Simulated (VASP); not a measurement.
**P3C: relaxation of cell and atoms with PBE**

The system is P3C.

```
P C
1.0
     1.38429   -2.86041    0.00000
     1.38429    2.86041    0.00000
     0.00000    0.00000    6.84585
P C
3 1
Direct
  0.50000 0.50000 0.81022
  0.00000 0.00000 0.50000
  0.50000 0.50000 0.18978
  0.00000 0.00000 0.00000
```

The cell was built from a structure type or drawn by symmetry, and may not be a known phase.

```json
{"Program": "VASP 6.6.1", "Task": "relaxation of cell and atoms", "Functional": "PBE", "Potentials or basis": "VASP PAW PBE potentials, release 64 (P, C)", "Cutoff": "600 eV", "k mesh": "8 × 8 × 4", "Occupations": "gaussian, width 0.1 eV", "Spin": "no spin polarisation", "Dipole correction": "no", "Further INCAR settings": "ALGO = Normal; EDIFF = 1e-07; IBRION = 2; EDIFFG = -0.04; NSW = 90; ISIF = 3"}
```

The relaxed volume is 13.88 Å³/atom and the relaxed cell is a = 3.195 Å, b = 3.195 Å, c = 7.113 Å, α = 90.00°, β = 90.00°, γ = 130.13°. The space group after relaxing (to 0.1 Å) is Cmmm (No. 65). The energy gained by relaxing is 32.7 meV/atom and the ionic steps are 7. The pressure after relaxing is 0.0 GPa and the band gap on the k mesh is zero (an odd number of electrons rules out a gap without spin polarisation).

Stress tensor (GPa, compression positive):
```
-0.19  0.00  0.00
 0.00  0.34  0.00
 0.00  0.00 -0.05
```

The path:
```tsv
step	energy change (eV)	largest force (eV/Å)	pressure (GPa)	volume (Å³)
1	0.0000	0.5767	-0.46	54.21
2	-0.1010	0.3379	2.13	53.88
3	-0.1085	0.1979	2.98	53.78
4	-0.1230	0.2915	-1.07	55.75
5	-0.1261	0.2568	0.06	55.14
6	-0.1306	0.0738	0.03	55.63
7	-0.1310	0.0004	0.03	55.52
```

Final structure:
```
P C
1.0
     1.34706   -2.89730    0.00000
     1.34706    2.89730    0.00000
     0.00000    0.00000    7.11269
P C
3 1
Direct
  0.50000 0.50000 0.81912
  0.00000 0.00000 0.50000
  0.50000 0.50000 0.18088
  0.00000 0.00000 0.00000
```

Levels at points of the mesh, in eV from the Fermi level:
```
           k point  band 6  band 7  band 8  band 9  band 10  band 11  band 12  band 13
(0.00, 0.00, 0.00)   -3.41   -2.72    1.66    1.80     2.67     3.56     4.22     4.61
(0.50, 0.00, 0.00)   -7.14   -2.21   -1.77   -1.51    -1.19     0.56     0.56     0.66
(0.50, 0.50, 0.00)   -4.96   -4.84   -4.05   -3.88     1.64     3.21     3.25     3.50
(0.00, 0.00, 0.50)   -2.69   -1.85    0.42    0.87     3.19     3.55     4.25     4.44
(0.50, 0.00, 0.50)   -4.92   -4.53   -3.64   -2.02    -1.14     0.15     0.35     3.91
(0.50, 0.50, 0.50)   -6.37   -3.88   -2.88   -0.73    -0.53     1.77     2.48     3.69
```

Wall time 2 min on 1 thread of Intel(R) Xeon(R) 6975P-C (Granite Rapids), with other jobs on the host, peak memory 0.22 GiB.
